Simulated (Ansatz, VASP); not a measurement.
## SrCl2 in VASP and in Ansatz

```
CELL_PARAMETERS angstrom
0.00000 3.48550 3.48550
3.48550 0.00000 3.48550
3.48550 3.48550 0.00000
ATOMIC_POSITIONS crystal
Sr 0.00000 0.00000 0.00000
Cl 0.26435 0.23565 0.23565
Cl 0.76435 0.73565 0.73565
```

Change from the starting cell: all Cl atoms moved -0.100 Å, as atom 2 along Cartesian [1 0 0].

Alike in both runs: task single point; functional PBE; k mesh 6 × 6 × 6; occupations gaussian, width 0.05 eV; no spin polarisation.

|  | VASP | Ansatz |
| --- | --- | --- |
| version | VASP 6.6.1 | Ansatz 0.2.0 |
| potentials or method | VASP PAW PBE potentials, release 64 (Sr_sv, Cl), cutoff 520 eV | scalar-relativistic, plane waves, PAW |
| valence electrons in the cell | 24 | 24 |

Ansatz gave:

* gap on the k mesh at the Fermi level (eV): 5.34
* least direct gap on the mesh (eV): 5.50
* pressure (GPa): 1.2
* rms of the force components (eV/Å): 0.110

Task: Which values does VASP return?

Result: gap on the k mesh at the Fermi level (eV): 5.34; least direct gap on the mesh (eV): 5.50; pressure (GPa): 1.3; rms of the force components (eV/Å): 0.113.

Atom by atom the forces differ by 0.003 eV/Å (rms over components).
